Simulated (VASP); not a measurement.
Here is a VASP 6.6.1 calculation.

Contents of INCAR:

```
PREC     = Accurate       # precision mode
ENCUT    = 560            # plane-wave cutoff, eV
EDIFF    = 1E-6           # SCF threshold, eV
ISMEAR   = 0              # smearing method
SIGMA    = 0.1            # smearing width, eV
LREAL    = False          # projectors in reciprocal space
LASPH    = True           # aspherical terms in the spheres
NELM     = 120            # most SCF steps
ALGO     = Normal         # electronic algorithm
ISIF     = 2              # what is computed and relaxed
LWAVE    = False          # write WAVECAR
LCHARG   = False          # write CHGCAR
GGA      = PE             # functional
NBANDS   = 28             # bands
GGA_COMPAT= False
```

The input KPOINTS:

```
regular mesh
0
Gamma
  6 6 4
```

POSCAR

```
CaOs2
1.0
    2.7631658678      0.0000000000      0.0000000000
    0.0000000000      2.7631658678      0.0000000000
    0.0000000000      0.0000000000      7.1933916172
Ca Os
1 2
Direct
    0.0000000000      0.0000000000      0.0000000000
    0.5000000000      0.5000000000      0.3397014000
    0.5000000000      0.5000000000      0.6602986000
```

Potentials or basis: VASP PAW PBE potentials, release 64 (Ca_sv, Os_sv_GW).

Launch:

```bash
$ cat potpaw_PBE.64/Ca_sv/POTCAR potpaw_PBE.64/Os_sv_GW/POTCAR > POTCAR
$ mpirun -np 1 vasp_std > vasp.out
```

(1) Estimate the band gap on the k mesh.

(2) Estimate the largest force.

(3) What does it give for the pressure?

Results:

(1) zero (bands 21 and 22 overlap by 2.95 eV).

(2) 0.067 eV/Å.

(3) -0.2 GPa.

Caveat: the k points lie up to 0.38 Å⁻¹ apart, too coarse for converged energies and pressures of a metal; spin-orbit coupling is left out, which moves the levels of the heavy elements.
